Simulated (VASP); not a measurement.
Here is a VASP 6.6.1 calculation.

Contents of INCAR:

```
SYSTEM = Al
PREC = Accurate ; ENCUT = 520
EDIFF = 1E-7 ; ISMEAR = 0
SIGMA = 0.15 ; LREAL = .False.
LASPH = .True. ; NELM = 60
ALGO = Fast ; ISIF = 2
LWAVE = .False. ; LCHARG = .False.
NBANDS = 8
```

File KPOINTS:

```
regular mesh
0
Gamma
  20 20 20
  0 0 0
```

File POSCAR:

```
Al
1.0
   -1.6309991572      1.6309991572      1.6309991572
    1.6309991572     -1.6309991572      1.6309991572
    1.6309991572      1.6309991572     -1.6309991572
Al
1
Direct
    0.0000000000      0.0000000000      0.0000000000
```

Potentials or basis: VASP PAW LDA potentials, release 64 (Al).

Command:

```sh
$ cat potpaw_LDA.64/Al/POTCAR > POTCAR
$ mpirun -np 1 vasp_std > vasp.out
```

**Question.** What does it give for the pressure?

**Answer.** -4.3 GPa.

Caveat: the cell differs from its parent crystal (strain +0.025 along x and y, +0.025 along z).
